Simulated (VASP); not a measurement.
Write the native input for VASP 6.6.1 that does the following.

| Quantity | Value |
| --- | --- |
| Task | single point |
| Functional | PBEsol |
| Potentials or basis | VASP PAW PBE potentials, release 64 (Cr_pv) |
| Cutoff | 520 eV |
| k mesh | 10 × 10 × 10 |
| Occupations | fermi-dirac, width 0.05 eV |
| Spin | collinear spin, ferromagnetic start |
| Starting moments | [2.2] μB |
| Fixed moment | 2.2 μB |
| Dipole correction | no |
| Further INCAR settings | ALGO = Normal; EDIFF = 1e-07; NBANDS = 16 |

The structure of Cr lies in POSCAR:

```
Cr
1.0
   -1.4844496776      1.4844496776      1.4844496776
    1.4844496776     -1.4844496776      1.4844496776
    1.4844496776      1.4844496776     -1.4844496776
Cr
1
Direct
    0.0000000000      0.0000000000      0.0000000000
```

One way to write it, as run:

INCAR

```
SYSTEM = Cr
PREC = Accurate ; ENCUT = 520
EDIFF = 1E-7 ; ISMEAR = -1
SIGMA = 0.05 ; LREAL = .False.
LASPH = .True. ; NELM = 150
ALGO = Normal ; ISIF = 2
LWAVE = .False. ; LCHARG = .False.
ISPIN = 2 ; MAGMOM = 2.2
LORBIT = 11 ; NUPDOWN = 2.2
LMAXMIX = 4 ; GGA = PS
NBANDS = 16
```

KPOINTS

```
regular mesh
0
Gamma
  10 10 10
  0 0 0
```

Potentials or basis: VASP PAW PBE potentials, release 64 (Cr_pv).

The run is started by

```bash
$ cat potpaw_PBE.64/Cr_pv/POTCAR > POTCAR
$ mpirun -np 1 vasp_std > vasp.out
```

Results of the run:

```
Pressure                                              : -3.2 GPa
Net moment                                            : 2.20 μB per cell
Site moments                                          : Cr +2.03 μB
Valence electrons inside the program's atomic spheres : Cr 10.85
```

Caveat: the PAW data sets were made with another functional, which shifts forces and pressure a little; the total moment is fixed, so each spin has its own Fermi level.

Run time: 18 s on 1 thread of Intel(R) Xeon(R) Platinum 8259CL CPU @ 2.50GHz (Skylake/Cascade Lake), with other jobs on the host, peak memory 0.13 GiB.
